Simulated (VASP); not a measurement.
ZnO:

```
Zn O
1.0
    -1.96874    1.96874    3.46549
     1.96874   -1.96874    3.46549
     1.96874    1.96874   -3.46549
Zn O
2 2
Direct
  0.00000 0.00000 0.00000
  0.50000 0.50000 0.00000
  0.27551 0.27551 0.00000
  0.72449 0.72449 0.00000
```

* Program: VASP 6.6.1
* Task: relaxation of cell and atoms
* Functional: PBE
* Potentials or basis: VASP PAW PBE potentials, release 64 (Zn, O)
* Cutoff: 600 eV
* k mesh: 6 × 6 × 6
* Occupations: gaussian, width 0.1 eV
* Spin: no spin polarisation

At the start: pressure 25.3 GPa; volume 13.43 Å³/atom.

Where does the relaxation end?

Over 18 steps the energy falls by 634.7 meV/atom and the volume is 20.57 Å³/atom (+53.2 %); space group P4/mmm (No. 123, to 0.05 Å).

The path:
```csv
step,energy change (eV),largest force (eV/Å),pressure (GPa),volume (Å³)
1,0.0000,8.8458,25.28,53.73
2,0.5483,0.8507,-8.08,71.58
3,0.0030,0.7616,-8.53,67.69
4,-0.4853,0.7075,-7.92,64.50
5,-1.2510,0.0890,-2.23,58.98
6,-1.2950,1.9081,5.47,56.32
7,-1.3322,0.8615,1.39,57.52
8,-1.3337,1.0192,2.06,57.31
9,-1.8826,1.9564,11.73,60.19
10,-1.9005,1.2703,9.69,59.84
11,-2.3060,0.6271,4.11,67.97
12,-2.5197,0.2090,-0.93,79.77
13,-2.5221,0.3300,-1.60,81.65
14,-2.4179,0.2158,4.37,84.18
15,-2.5378,0.2293,-0.15,82.36
16,-2.5378,0.2265,-0.09,82.37
17,-2.5375,0.2674,-0.13,82.19
18,-2.5389,0.0045,-0.18,82.29
```

Final structure:
```
Zn O
1.0
    -2.43689    2.43689    3.46419
     2.43689   -2.43689    3.46419
     2.43689    2.43689   -3.46419
Zn O
2 2
Cartesian
  0.0000 0.0000 0.0000
  0.0000 0.0000 3.4642
  0.0000 0.0000 1.7320
  0.0000 0.0000 5.1964
```

Caveat: the volume moved by over 15 % at a fixed basis, so the end points are rough.
